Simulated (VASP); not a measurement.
Crystal: LaRu2.

```
La Ru
1.0
     0.00000    3.85500    3.85500
     3.85500    0.00000    3.85500
     3.85500    3.85500    0.00000
La Ru
2 4
Direct
  0.00000 0.00000 0.00000
  0.25000 0.25000 0.25000
  0.62500 0.62500 0.62500
  0.12500 0.62500 0.62500
  0.62500 0.62500 0.12500
  0.62500 0.12500 0.62500
```

| Item | Value |
| --- | --- |
| Program | VASP 6.6.1 |
| Task | relaxation of cell and atoms |
| Functional | PBEsol |
| Potentials or basis | VASP PAW PBE potentials, release 64 (La, Ru_pv) |
| Cutoff | 600 eV |
| k mesh | 5 × 5 × 5 |
| Occupations | fermi-dirac, width 0.05 eV |
| Spin | no spin polarisation |

At the start: pressure -6.5 GPa; volume 19.10 Å³/atom.

Problem. Where does the relaxation end?

Solution. Over 3 steps the energy falls by 17.2 meV/atom and the volume is 18.29 Å³/atom (-4.2 %); space group Fd-3m (No. 227, to 0.1 Å) before and after.

The path:
| step | energy change (eV) | largest force (eV/Å) | pressure (GPa) | volume (Å³) |
| --- | --- | --- | --- | --- |
| 1 | 0.0000 | 0.0000 | -6.46 | 114.58 |
| 2 | 0.1801 | 0.0000 | 13.12 | 102.27 |
| 3 | -0.1035 | 0.0000 | -0.13 | 109.74 |

Final structure:
```yaml
crystal:
  lattice:
    - [0.00000, 3.79995, 3.79995]
    - [3.79995, 0.00000, 3.79995]
    - [3.79995, 3.79995, 0.00000]
  atoms:
    - { symbol: La, position: [0.00000, 0.00000, 0.00000] }
    - { symbol: La, position: [0.25000, 0.25000, 0.25000] }
    - { symbol: Ru, position: [0.62500, 0.62500, 0.62500] }
    - { symbol: Ru, position: [0.12500, 0.62500, 0.62500] }
    - { symbol: Ru, position: [0.62500, 0.62500, 0.12500] }
    - { symbol: Ru, position: [0.62500, 0.12500, 0.62500] }
```

Caveat: the PAW data sets were made with another functional, which shifts forces and pressure a little.
